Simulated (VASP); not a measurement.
Set up this calculation in VASP 6.6.1, as the native input.

```
Task                   : relaxation of cell and atoms
Functional             : PBE
Potentials or basis    : VASP PAW PBE potentials, release 64 (Hg, Os)
Cutoff                 : 600 eV
k mesh                 : 12 × 12 × 12
Occupations            : gaussian, width 0.1 eV
Spin                   : no spin polarisation
Dipole correction      : no
Further INCAR settings : ALGO = Fast; EDIFF = 1e-06; IBRION = 2; EDIFFG = -0.01; NSW = 100; ISIF = 3
```

The structure of HgOs3 lies in POSCAR:

```
HgOs3
1.0
    3.9903253588      0.0000000000      0.0000000000
    0.0000000000      3.9903253588      0.0000000000
    0.0000000000      0.0000000000      3.9903253588
Hg Os
1 3
Direct
    0.0000000000      0.0000000000      0.0000000000
    0.0000000000      0.5000000000      0.5000000000
    0.5000000000      0.0000000000      0.5000000000
    0.5000000000      0.5000000000      0.0000000000
```

The input as run:

INCAR

```
PREC     = Accurate       # precision mode
ENCUT    = 600            # plane-wave cutoff, eV
EDIFF    = 1E-6           # SCF threshold, eV
ISMEAR   = 0              # smearing method
SIGMA    = 0.1            # smearing width, eV
LREAL    = False          # projectors in reciprocal space
LASPH    = True           # aspherical terms in the spheres
NELM     = 80             # most SCF steps
ALGO     = Fast           # electronic algorithm
ISIF     = 3              # what is computed and relaxed
LWAVE    = False          # write WAVECAR
LCHARG   = False          # write CHGCAR
GGA      = PE             # functional
IBRION   = 2              # ionic algorithm
NSW      = 100            # ionic steps
EDIFFG   = -0.01          # ionic threshold
```

KPOINTS

```
regular mesh
0
Gamma
  12 12 12
```

Potentials or basis: VASP PAW PBE potentials, release 64 (Hg, Os).

Launch:

```bash
$ cat potpaw_PBE.64/Hg/POTCAR potpaw_PBE.64/Os/POTCAR > POTCAR
$ mpirun -np 1 vasp_std > vasp.out
```

Results of the run:

```
Relaxed volume                        : 15.74 Å³/atom
Relaxed cell                          : a = 3.978 Å, b = 3.978 Å, c = 3.978 Å, α = 90.00°, β = 90.00°, γ = 90.00°
Space group after relaxing (to 0.1 Å) : Pm-3m (No. 221)
Energy gained by relaxing             : 1.2 meV/atom
Ionic steps                           : 3
Pressure after relaxing               : 0.0 GPa
Band gap on the k mesh                : zero (bands 18 and 19 overlap by 1.75 eV)
```

Caveat: spin-orbit coupling is left out, which moves the levels of the heavy elements.

Run time: 110 s on 1 thread of Intel(R) Xeon(R) 6975P-C (Granite Rapids), with other jobs on the host, peak memory 0.29 GiB.
